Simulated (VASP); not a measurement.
# SnO2 (Cassiterite) (P4_2/mnm) in VASP: a series of runs

SnO2 (Cassiterite) is run at these levels: PBE; tasks: single point.

Program: VASP 6.6.1. These are calculated values, not measurements. Logs are shortened: lines on timing, memory, paths and dates and some standing lists are left out, and cuts for length are marked.

## 1. The cell of the first run

Symmetry: P4_2/mnm, No. 136, tetragonal system. Conventional cell: a = 4.738 Å, b = 4.738 Å, c = 3.187 Å, α = 90.00°, β = 90.00°, γ = 90.00°. Within 2.7 Å of Sn (site symmetry mmm) lie 6 O at 2.05 to 2.06 Å. O (site symmetry m2m) has 3 Sn at 2.05 to 2.06 Å and 1 O at 2.59 Å within 2.7 Å.

## 2. Single point, PBE

INCAR reads:

```
PREC     = Accurate       # precision mode
ENCUT    = 520            # plane-wave cutoff, eV
EDIFF    = 1E-6           # SCF threshold, eV
ISMEAR   = 0              # smearing method
SIGMA    = 0.01           # smearing width, eV
LREAL    = False          # projectors in reciprocal space
LASPH    = True           # aspherical terms in the spheres
NELM     = 100            # most SCF steps
ALGO     = Normal         # electronic algorithm
ISIF     = 2              # what is computed and relaxed
LWAVE    = False          # write WAVECAR
LCHARG   = True           # write CHGCAR
GGA      = PE             # functional
LELF     = True           # ELF
LVHAR    = True         
NBANDS   = 35             # bands
```

KPOINTS reads:

```
Automatic mesh
0
Gamma
  2 2 2
```

POSCAR reads:

```
SnO2
1.0
    4.7380000000      0.0000000000      0.0000000000
    0.0000000000      4.7380000000      0.0000000000
    0.0000000000      0.0000000000      3.1865000000
Sn O
2 4
Direct
    0.0000000000      0.0000000000      0.0000000000
    0.5000000000      0.5000000000      0.5000000000
    0.3071000000      0.3071000000      0.0000000000
    0.1929000000      0.8071000000      0.5000000000
    0.6929000000      0.6929000000      0.0000000000
    0.8071000000      0.1929000000      0.5000000000
```

Potentials or basis: VASP PAW PBE potentials, release 64 (Sn_d, O).

On the command line:

```sh
> cat potpaw_PBE.64/Sn_d/POTCAR potpaw_PBE.64/O/POTCAR > POTCAR
> mpirun -np 1 vasp_std > vasp.out
```

OUTCAR:

```text
PREC = Accurate
   ENCUT = 520
   EDIFF = 1E-6
   ISMEAR = 0
   LREAL = False
   LASPH = True
   NELM = 100
   ISIF = 2
   GGA = PE

 ion  position               nearest neighbor table
   1  0.000  0.000  0.000-   4 2.05   6 2.05   4 2.05   6 2.05   5 2.06   3 2.06   2 3.71   2 3.71
                             2 3.71   2 3.71   2 3.71   2 3.71   2 3.71   2 3.71
   2  0.500  0.500  0.500-   3 2.05   5 2.05   3 2.05   5 2.05   4 2.06   6 2.06   1 3.71   1 3.71
                             1 3.71   1 3.71   1 3.71   1 3.71   1 3.71   1 3.71
   3  0.307  0.307  0.000-   2 2.05   2 2.05   1 2.06
   4  0.193  0.807  0.500-   1 2.05   1 2.05   2 2.06
   5  0.693  0.693  0.000-   2 2.05   2 2.05   1 2.06
   6  0.807  0.193  0.500-   1 2.05   1 2.05   2 2.06

  LATTYP: Found a simple tetragonal cell.
 ALAT       =     4.7380000000
 C/A-ratio  =     0.6725411566

  Lattice vectors:

 A1 = (   4.7380000000,   0.0000000000,   0.0000000000)
 A2 = (   0.0000000000,   4.7380000000,   0.0000000000)
 A3 = (   0.0000000000,   0.0000000000,   3.1865000000)

Analysis of symmetry for initial positions (statically):
=====================================================================
 Subroutine PRICEL returns:
 Original cell was already a primitive cell.

 Routine SETGRP: Setting up the symmetry group for a
 simple tetragonal supercell.

 Subroutine GETGRP returns: Found 16 space group operations
 (whereof  8 operations were pure point group operations)
 out of a pool of 16 trial point group operations.

The static configuration has the point symmetry D_2h.
 The point group associated with its full space group is D_4h.

Analysis of symmetry for dynamics (positions and initial velocities):
=====================================================================
 Subroutine PRICEL returns:
 Original cell was already a primitive cell.

 Routine SETGRP: Setting up the symmetry group for a
 simple tetragonal supercell.

 Subroutine GETGRP returns: Found 16 space group operations
 (whereof  8 operations were pure point group operations)
 out of a pool of 16 trial point group operations.

The dynamic configuration has the point symmetry D_2h.
 The point group associated with its full space group is D_4h.

 Subroutine INISYM returns: Found 16 space group operations
 (whereof  8 operations are pure point group operations),
 and found     1 'primitive' translations

----------------------------------------------------------------------------------------

                                     Primitive cell

  volume of cell :      71.5326

  direct lattice vectors                    reciprocal lattice vectors
     4.738000000  0.000000000  0.000000000     0.211059519  0.000000000  0.000000000
[... 83 lines left out ...]
   POTIM  = 0.5000    time-step for ionic-motion
   TEBEG  =    0.0;   TEEND  =   0.0 temperature during run
   PSTRESS=    0.0 pullay stress
   NELECT =      52.0000    total number of electrons
   NUPDOWN=      -1.0000    fix difference up-down
   EMIN   =  10.00;   EMAX   =-10.00  energy-range for DOS
   EFERMI =   0.00;   METHOD = LEGACY
   ISMEAR =     0;   SIGMA  =   0.01  broadening in eV -4-tet -1-fermi 0-gaus
   EFERMI_NEDOS =   21; number of points for ismear=-14 and -15
   IALGO  =     38    algorithm
   IMIX   =      4    mixing-type and parameters
     AMIX     =   0.40;   BMIX     =  1.00
     AMIX_MAG =   1.60;   BMIX_MAG =  1.00
  volume/ion in A,a.u.               =      11.92        80.45
  Fermi-wavevector in a.u.,A,eV,Ry     =   1.472000  2.781677 29.480903  2.166785
  Thomas-Fermi vector in A             =   2.587068
   LORBIT       =      0    0 simple, 1 ext, 2 COOP (PROOUT), +10 PAW based schemes
   GGA     = PE    functional components
   LHFCALC =     F    Hartree Fock is set to
   AEXX    =    0.0000 exact exchange contribution
   IVDW    =     0    specifies the selected vdW correction
   LEPSILON=     F    determine dielectric tensor
   LRPA    =     F    only Hartree local field effects (RPA)
 non-spin polarized calculation
 Gauss-broadening in eV      SIGMA  =   0.01
  energy-cutoff  :      520.00
  volume of cell :       71.53
 maximum number of plane-waves:      1992
 NGX is ok and might be reduce to    36
   NGX = 17   NGY = 17   NGZ = 11

 number of electron      51.9999993 magnetization

 Free energy of the ion-electron system (eV)
  ---------------------------------------------------
  ext. energy  EPLUGINS =         0.00000000
  ---------------------------------------------------
  free energy    TOTEN  =       -36.61155001 eV

  energy without entropy =      -36.61155001  energy(sigma->0) =      -36.61155001

 E-fermi :   6.2875     XC(G=0): -11.2420

 val. band max:        6.2136482379   @ k =   0.0000   0.0000   0.0000
 cond. band min:       7.4403265581   @ k =   0.0000   0.0000   0.0000
 fundamental gap:      1.2266783202
 Fermi energy:         6.2875471715

 k-point     1 :       0.0000    0.0000    0.0000
  band No.  band energies     occupation
      1     -14.9687      2.00000
      2     -14.2041      2.00000
      3     -13.9503      2.00000
      4     -13.9169      2.00000
      5     -13.9169      2.00000
      6     -13.8449      2.00000
[... 217 lines left out ...]
     34      17.4153      0.00000
     35      19.3617      0.00000

------------------------ aborting loop because EDIFF is reached ----------------------------------------

  FORCE on cell =-STRESS in cart. coord.  units (eV):
  Direction    XX          YY          ZZ          XY          YZ          ZX
  --------------------------------------------------------------------------------------
  -------------------------------------------------------------------------------------
  Total        3.9187727      3.9187727      7.9811748      0.0000000      0.0000000      0.0000000
  in kB       87.7721275     87.7721275    178.7612451      0.0000000      0.0000000      0.0000000
  external PRESSURE =     118.1018333 kB  Pullay stress =       0.0000000 kB

 VOLUME and BASIS-vectors are now :
 -----------------------------------------------------------------------------
  energy-cutoff  :      520.00
  volume of cell :       71.53
      direct lattice vectors                 reciprocal lattice vectors
     4.738000000  0.000000000  0.000000000     0.211059519  0.000000000  0.000000000
     0.000000000  4.738000000  0.000000000     0.000000000  0.211059519  0.000000000
     0.000000000  0.000000000  3.186500000     0.000000000  0.000000000  0.313823945

 POSITION                                       TOTAL-FORCE (eV/Angst)
 -----------------------------------------------------------------------------------
      0.00000      0.00000      0.00000         0.000000      0.000000      0.000000
      2.36900      2.36900      1.59325         0.000000      0.000000      0.000000
      1.45504      1.45504      0.00000        -0.285149     -0.285149      0.000000
      0.91396      3.82404      1.59325         0.285149     -0.285149      0.000000
      3.28296      3.28296      0.00000         0.285149      0.285149     -0.000000
      3.82404      0.91396      1.59325        -0.285149      0.285149     -0.000000
 -----------------------------------------------------------------------------------
    total drift:                               -0.000000      0.000000      0.000000

  FREE ENERGIE OF THE ION-ELECTRON SYSTEM (eV)
  ---------------------------------------------------
  free  energy   TOTEN  =       -36.6115500058 eV

  energy  without entropy=      -36.6115500058  energy(sigma->0) =      -36.61155001
```

OSZICAR:

```text
N       E                     dE             d eps       ncg     rms          rms(c)
DAV:   1     0.665237249996E+03    0.66524E+03   -0.25100E+04   461   0.235E+03
DAV:   2     0.706387519162E+02   -0.59460E+03   -0.55434E+03   444   0.631E+02
DAV:   3    -0.369628678583E+02   -0.10760E+03   -0.10453E+03   446   0.215E+02
DAV:   4    -0.429919290064E+02   -0.60291E+01   -0.59878E+01   533   0.553E+01
DAV:   5    -0.431336120778E+02   -0.14168E+00   -0.14149E+00   536   0.898E+00    0.164E+01
DAV:   6    -0.365275136977E+02    0.66061E+01   -0.18573E+01   622   0.589E+01    0.631E+00
DAV:   7    -0.366374179139E+02   -0.10990E+00   -0.19274E+00   476   0.741E+00    0.324E+00
DAV:   8    -0.366155274814E+02    0.21890E-01   -0.14589E-01   577   0.379E+00    0.762E-01
DAV:   9    -0.366106886319E+02    0.48388E-02   -0.29820E-02   680   0.250E+00    0.123E-01
DAV:  10    -0.366114387378E+02   -0.75011E-03   -0.33528E-03   508   0.414E-01    0.548E-02
DAV:  11    -0.366115509547E+02   -0.11222E-03   -0.16156E-04   576   0.917E-02    0.148E-02
DAV:  12    -0.366115500058E+02    0.94893E-06   -0.67852E-06   567   0.235E-02
   1 F= -.36611550E+02 E0= -.36611550E+02  d E =-.135296E-26
```

Run time: 18 s. Hardware: 1 thread of Intel Xeon Platinum 8488C (Sapphire Rapids), shared host; peak memory 0.17 GiB.

What came out:

| Property | Result |
| --- | --- |
| Free energy | -36.6116 eV |
| Pressure | 11.8 GPa |
| Largest force | 0.403 eV/Å |
| Band gap on the k mesh | 1.23 eV, direct |

Forces in eV/Å, atoms in the order of the input:
```
Sn   0.000  0.000  0.000
Sn   0.000  0.000  0.000
O   -0.285 -0.285  0.000
O    0.285 -0.285  0.000
O    0.285  0.285  0.000
O   -0.285  0.285  0.000
```

Caveat: the k points lie up to 0.99 Å⁻¹ apart; spin-orbit coupling is left out, which moves the levels of the heavy elements.

## 3. Single point, PBE

INCAR reads:

```
SYSTEM = SnO2
PREC = Accurate
ENCUT = 520
EDIFF = 1E-6
ISMEAR = 0
SIGMA = 0.01
LREAL = .False.
LASPH = .True.
NELM = 80
ALGO = Normal
ISIF = 2
LWAVE = .False.
LCHARG = .True.
GGA = PE
LELF = .True.
LVHAR = .True.
NBANDS = 35
```

KPOINTS reads:

```
regular mesh
0
Gamma
  2 2 4
  0 0 0
```

POSCAR is that of step 2.

Potentials or basis: VASP PAW PBE potentials, release 64 (Sn_d, O).

On the command line:

```sh
> cat potpaw_PBE.64/Sn_d/POTCAR potpaw_PBE.64/O/POTCAR > POTCAR
> mpirun -np 1 vasp_std > vasp.out
```

Wall time 18 s (1 thread of Intel Xeon Platinum 8488C (Sapphire Rapids), shared host); peak memory 0.17 GiB.

The run converged. Its results:

```yaml
Free_energy: -37.1214 eV
Pressure: 11.5 GPa
Largest_force: 0.273 eV/Å
Band_gap_on_the_k_mesh: 1.26 eV, direct
```

Forces in eV/Å, atoms in the order of the input:
```
Sn   0.000  0.000  0.000
Sn   0.000  0.000  0.000
O   -0.193 -0.193  0.000
O    0.193 -0.193  0.000
O    0.193  0.193  0.000
O   -0.193  0.193  0.000
```

Stress tensor (GPa, compression positive):
```
10.51  0.00  0.00
 0.00 10.51  0.00
 0.00  0.00 13.55
```

Levels at points of the mesh, in eV from the valence-band top:
| k point | band 23 | band 24 | band 25 | band 26 | band 27 | band 28 | band 29 | band 30 |
| --- | --- | --- | --- | --- | --- | --- | --- | --- |
| (0.00, 0.00, 0.00) | -1.23 | -0.78 | -0.78 | 0.00 | 1.26 | 6.14 | 6.34 | 6.34 |
| (0.50, 0.00, 0.00) | -1.19 | -1.19 | -0.64 | -0.64 | 4.44 | 4.44 | 7.08 | 7.08 |
| (0.50, 0.50, 0.00) | -1.31 | -1.31 | -0.90 | -0.90 | 4.83 | 4.83 | 7.52 | 7.52 |
| (0.00, 0.00, 0.50) | -1.66 | -1.66 | -1.26 | -1.26 | 6.22 | 6.22 | 9.77 | 9.77 |
| (0.50, 0.00, 0.50) | -1.10 | -1.10 | -0.70 | -0.70 | 6.50 | 6.50 | 8.06 | 8.06 |
| (0.50, 0.50, 0.50) | -0.97 | -0.97 | -0.84 | -0.84 | 4.92 | 4.92 | 8.87 | 8.87 |

Caveat: the k points lie up to 0.66 Å⁻¹ apart; spin-orbit coupling is left out, which moves the levels of the heavy elements. As with any semilocal functional, this PBE gap is likely too small.

[end of part 1 of 2]
